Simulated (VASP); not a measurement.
## SnO2: relaxation of cell and atoms with PBE

The system is SnO2.

```
Sn O
1.0
     5.17526    0.00000    0.00000
     0.00000    5.17526    0.00000
     0.00000    0.00000    5.17526
Sn O
4 8
Direct
  0.00000 0.00000 0.00000
  0.50000 0.00000 0.50000
  0.50000 0.50000 0.00000
  0.00000 0.50000 0.50000
  0.66110 0.83890 0.16110
  0.83890 0.16110 0.66110
  0.16110 0.66110 0.83890
  0.33890 0.33890 0.33890
  0.66110 0.66110 0.66110
  0.83890 0.33890 0.16110
  0.16110 0.83890 0.33890
  0.33890 0.16110 0.83890
```

```yaml
Program: VASP 6.6.1
Task: relaxation of cell and atoms
Functional: PBE
Potentials_or_basis: VASP PAW PBE potentials, release 64 (Sn_d, O)
Cutoff: 600 eV
k_mesh: 5 × 5 × 5
Occupations: fermi-dirac, width 0.05 eV
Spin: no spin polarisation
Dipole_correction: no
Further_INCAR_settings: ALGO = Normal; EDIFF = 1e-06; IBRION = 2; EDIFFG = -0.01; NSW = 60; ISIF = 3
```

| Quantity | Value |
| --- | --- |
| Relaxed volume | 11.54 Å³/atom |
| Relaxed cell | a = 5.173 Å, b = 5.173 Å, c = 5.173 Å, α = 90.00°, β = 90.00°, γ = 90.00° |
| Space group after relaxing (to 0.05 Å) | Pa-3 (No. 205) |
| Energy gained by relaxing | 0.0 meV/atom |
| Ionic steps | 3 |
| Pressure after relaxing | 0.0 GPa |
| Largest force after relaxing | 0.005 eV/Å |
| Band gap on the k mesh | 0.57 eV, indirect (least direct gap 0.63 eV) |

Forces in eV/Å, atoms in the order of the input:
```
Sn   0.000  0.000  0.000
Sn   0.000  0.000  0.000
Sn   0.000  0.000  0.000
Sn   0.000  0.000  0.000
O   -0.003  0.003 -0.003
O    0.003 -0.003 -0.003
O   -0.003 -0.003  0.003
O    0.003  0.003  0.003
O   -0.003 -0.003 -0.003
O    0.003  0.003 -0.003
O   -0.003  0.003  0.003
O    0.003 -0.003  0.003
```

Step by step:
| step | energy change (eV) | largest force (eV/Å) | pressure (GPa) | volume (Å³) |
| --- | --- | --- | --- | --- |
| 1 | 0.0000 | 0.0046 | -0.21 | 138.61 |
| 2 | 0.0000 | 0.0060 | 0.19 | 138.31 |
| 3 | -0.0001 | 0.0054 | 0.01 | 138.44 |

Final structure:
```yaml
crystal:
  lattice:
    - [5.17313, 0.00000, 0.00000]
    - [0.00000, 5.17313, 0.00000]
    - [0.00000, 0.00000, 5.17313]
  atoms:
    - { symbol: Sn, position: [0.00000, 0.00000, 0.00000] }
    - { symbol: Sn, position: [0.50000, 0.00000, 0.50000] }
    - { symbol: Sn, position: [0.50000, 0.50000, 0.00000] }
    - { symbol: Sn, position: [0.00000, 0.50000, 0.50000] }
    - { symbol: O, position: [0.66108, 0.83892, 0.16108] }
    - { symbol: O, position: [0.83892, 0.16108, 0.66108] }
    - { symbol: O, position: [0.16108, 0.66108, 0.83892] }
    - { symbol: O, position: [0.33892, 0.33892, 0.33892] }
    - { symbol: O, position: [0.66108, 0.66108, 0.66108] }
    - { symbol: O, position: [0.83892, 0.33892, 0.16108] }
    - { symbol: O, position: [0.16108, 0.83892, 0.33892] }
    - { symbol: O, position: [0.33892, 0.16108, 0.83892] }
```

Levels at points of the mesh, in eV from the valence-band top:
```csv
k point,band 49,band 50,band 51,band 52,band 53,band 54,band 55,band 56
"(0.00, 0.00, 0.00)",-0.28,-0.06,-0.06,-0.06,0.57,5.74,5.74,5.74
```

It took 5.4 min on 1 thread of Oxide Virtual Turin-like Processor, with other jobs on the host, peak memory 0.27 GiB.

Caveat: spin-orbit coupling is left out, which moves the levels of the heavy elements. A k mesh can miss the band edges.
